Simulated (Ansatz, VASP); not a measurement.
## One calculation of GaO2, two programs

```
Ga O
1.0
     1.49561    0.86349    5.20911
    -1.49561    0.86349    5.20911
     0.00000   -1.72698    5.20911
Ga O
1 2
Direct
  0.99999 0.99999 0.99999
  0.73478 0.73478 0.73478
  0.59853 0.59853 0.59853
```

Alike in both runs: functional PBE; k mesh 6 × 6 × 6; occupations gaussian, width 0.1 eV; collinear spin.

Ansatz relaxed the structure, and its values are those at the end. VASP's run is a single point on that final structure, the one shown.

|  | VASP | Ansatz |
| --- | --- | --- |
| version | VASP 6.6.1 | Ansatz 0.2.0 |
| potentials or method | VASP PAW PBE potentials, release 64 (Ga_d, O), cutoff 520 eV | scalar-relativistic, plane waves, PAW |
| valence electrons in the cell | 25 | 25 |

|  | VASP | Ansatz | Ansatz less VASP |
| --- | --- | --- | --- |
| gap on the k mesh at the Fermi level (eV) | 0.48 | 0.48 | -0.007 |
| least direct gap on the mesh (eV) | 0.48 | 0.48 | -0.007 |
| pressure (GPa) | 0.7 | 0.0 | -0.67 |
| rms of the force components (eV/Å) | 0.036 | 0.001 | -0.0352 |
| net moment per atom (μB) | 0.33 | 0.33 | 0.000 |
| size of the moment on the site where the two differ most (μB) | 0.04 | 0.01 | -0.031 |

Site moments also hang on the region over which each program counts them.
